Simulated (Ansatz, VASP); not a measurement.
**Ru: VASP beside Ansatz**

```
Ru
1.0
     2.70783    0.00000    0.00000
    -1.35391    2.34505    0.00000
     0.00000    0.00000    4.26810
Ru
2
Direct
  0.33333 0.66667 0.25000
  0.66667 0.33333 0.75000
```

Alike in both runs: task relaxation of cell and atoms; functional PBE; k mesh 15 × 15 × 8; occupations gaussian, width 0.1 eV; no spin polarisation.

|  | VASP | Ansatz |
| --- | --- | --- |
| version | VASP 6.6.1 | Ansatz 0.2.0 |
| potentials or method | VASP PAW PBE potentials, release 64 (Ru_pv), cutoff 600 eV | scalar-relativistic, plane waves, PAW |
| valence electrons in the cell | 28 | 32 |

|  | VASP | Ansatz | Ansatz less VASP |
| --- | --- | --- | --- |
| gap on the k mesh at the Fermi level, each at its own relaxed structure (eV) | none | none | - |
| relaxed volume (Å³/atom) | 13.76 | 13.76 | +0.003 |
| relaxed cell length with the largest relative difference (Å) | 2.720 | 2.720 | +0.0002 |

A gap of «none» marks a metal or a gap that the smearing closes. VASP's potentials hold 28 valence electrons a cell and Ansatz's 32, so a difference there can come from the potentials and not from the codes.
